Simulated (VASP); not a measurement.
# Ti (P6/mmm) in VASP: notebook, part 2 of 2

VASP 6.6.1. The steps go on from the part before.

## (3) Relaxation of cell and atoms, PBEsol, target pressure -2 GPa, at which the enthalpy is minimised

This run uses another cell than the first one, of 16.79 Å³/atom, 1.165 times its volume.

Input file INCAR:

```
SYSTEM = Ti
PREC = Accurate
ENCUT = 600
EDIFF = 1E-6
ISMEAR = 0
SIGMA = 0.1
LREAL = .False.
LASPH = .True.
NELM = 60
ALGO = Fast
ISIF = 3
LWAVE = .False.
LCHARG = .False.
GGA = PS
IBRION = 2
NSW = 70
EDIFFG = -0.008
PSTRESS = -20.0
```

Input file KPOINTS:

```
Automatic mesh
0
Gamma
  12 12 14
  0 0 0
```

Input file POSCAR:

```
Ti
1.0
    4.5441681217      0.0000000000      0.0000000000
   -2.2720840609      3.9353650325      0.0000000000
    0.0000000000      0.0000000000      2.8166936630
Ti
3
Direct
    0.0000000000      0.0000000000      0.0000000000
    0.3333333333      0.6666666667      0.5000000000
    0.6666666667      0.3333333333      0.5000000000
```

Potentials or basis: VASP PAW PBE potentials, release 64 (Ti_sv).

Command:

```bash
> cat potpaw_PBE.64/Ti_sv/POTCAR > POTCAR
> mpirun -np 1 vasp_std > vasp.out
```

OUTCAR:

```text
SYSTEM = Ti
   PREC = Accurate
   ENCUT = 600
   EDIFF = 1E-6
   ISMEAR = 0
   LREAL = .False.
   LASPH = .True.
   NELM = 60
   ISIF = 3
   GGA = PS
   IBRION = 2
   NSW = 70
   EDIFFG = -0.008
   PSTRESS = -20.0

 ion  position               nearest neighbor table
   1  0.000  0.000  0.000-
   2  0.333  0.667  0.500-   3 2.62   3 2.62   3 2.62
   3  0.667  0.333  0.500-   2 2.62   2 2.62   2 2.62

  LATTYP: Found a hexagonal cell.
 ALAT       =     4.5441681217
 C/A-ratio  =     0.6198480311

  Lattice vectors:

 A1 = (   4.5441681217,   0.0000000000,   0.0000000000)
 A2 = (  -2.2720840609,   3.9353650325,   0.0000000000)
 A3 = (   0.0000000000,   0.0000000000,   2.8166936630)

Analysis of symmetry for initial positions (statically):
=====================================================================
[... 258 lines left out ...]
  ext. energy  EPLUGINS =         0.00000000
  ---------------------------------------------------
  free energy    TOTEN  =       -25.05949358 eV

  energy without entropy =      -25.04585714  energy(sigma->0) =      -25.05267536

 E-fermi :   8.4924     XC(G=0): -11.8157

 val. band max:        8.4812804608   @ k =   0.4167   0.0000   0.1429
 cond. band min:       8.5111515844   @ k =   0.3333   0.0833   0.0000
 fundamental gap:      0.0298711236
 Fermi energy:         8.4923636003

 k-point     1 :       0.0000    0.0000    0.0000
  band No.  band energies     occupation
      1     -48.1208      2.00000
      2     -47.8550      2.00000
      3     -47.6744      2.00000
      4     -24.5455      2.00000
      5     -24.5455      2.00000
      6     -24.4451      2.00000
[... 589 lines left out ...]
     21       9.1609      0.00000
     22       9.6456      0.00000

 [... further k-points ...]

------------------------ aborting loop because EDIFF is reached ----------------------------------------

  FORCE on cell =-STRESS in cart. coord.  units (eV):
  Direction    XX          YY          ZZ          XY          YZ          ZX
  --------------------------------------------------------------------------------------
  -------------------------------------------------------------------------------------
  Total       -0.6167175     -0.6167175     -0.6198463      0.0000000      0.0000000      0.0000000
  in kB      -19.6895704    -19.6895704    -19.7894621      0.0000000      0.0000000      0.0000000
  external PRESSURE =       0.2771324 kB  Pullay stress =     -20.0000000 kB
[... 22 lines left out ...]
  energy  without entropy=      -25.0458571425  energy(sigma->0) =      -25.05267536

  enthalpy is  TOTEN    =       -25.6859343909 eV   P V=       -0.6264408091

 reached required accuracy - stopping structural energy minimisation
```

OSZICAR:

```text
N       E                     dE             d eps       ncg     rms          rms(c)
DAV:   1     0.445278650326E+03    0.44528E+03   -0.20661E+04  6696   0.224E+03
DAV:   2     0.240713093510E+02   -0.42121E+03   -0.41702E+03  6724   0.599E+02
DAV:   3    -0.239877736227E+02   -0.48059E+02   -0.47119E+02 12792   0.169E+02
[... 98 lines left out ...]
RMM:  18    -0.250594904633E+02   -0.16216E-05   -0.19872E-05  4381   0.146E-02    0.138E-02
RMM:  19    -0.250594915406E+02   -0.10773E-05   -0.15270E-05  5132   0.141E-02    0.124E-02
RMM:  20    -0.250594923989E+02   -0.85826E-06   -0.12827E-05  4590   0.137E-02    0.101E-02
RMM:  21    -0.250594930771E+02   -0.67822E-06   -0.10803E-05  4917   0.135E-02    0.785E-03
RMM:  22    -0.250594935818E+02   -0.50467E-06   -0.85819E-06  4975   0.130E-02
   3 F= -.25685934E+02 E0= -.25679116E+02  d E =-.335140E-03
```

Wall time 22 min (1 thread of Oxide Virtual Turin-like, shared host); peak memory 0.27 GiB.

Results:

```yaml
Free_energy: -25.0595 eV
Relaxed_volume: 16.73 Å³/atom
Relaxed_cell: a = 4.539 Å, b = 4.539 Å, c = 2.813 Å, α = 90.00°, β = 90.00°, γ = 120.00°
Space_group_after_relaxing_to_0.05_Å: P6/mmm (No. 191)
Energy_change_on_relaxing_the_enthalpy_is_what_falls: -0.9 meV/atom
Ionic_steps: 3
Pressure_after_relaxing: -2.0 GPa
Band_gap_on_the_k_mesh: zero (band 18 reaches 8.73 eV, above the bottom of band 19 at 8.41 eV)
```

The path:
```tsv
step	energy change (eV)	largest force (eV/Å)	pressure (GPa)	volume (Å³)
1	0.0000	0.0000	-2.54	50.37
2	-0.0052	0.0000	-1.70	49.96
3	-0.0027	0.0000	-1.97	50.18
```

Final structure:
```
Ti
1.0
     4.53874    0.00000    0.00000
    -2.26937    3.93066    0.00000
     0.00000    0.00000    2.81294
Ti
3
Direct
  0.00000 0.00000 0.00000
  0.33333 0.66667 0.50000
  0.66667 0.33333 0.50000
```

Caveat: the cell is relaxed towards a set pressure, so the enthalpy falls and the energy may rise; the PAW data sets were made with another functional, which shifts forces and pressure a little.
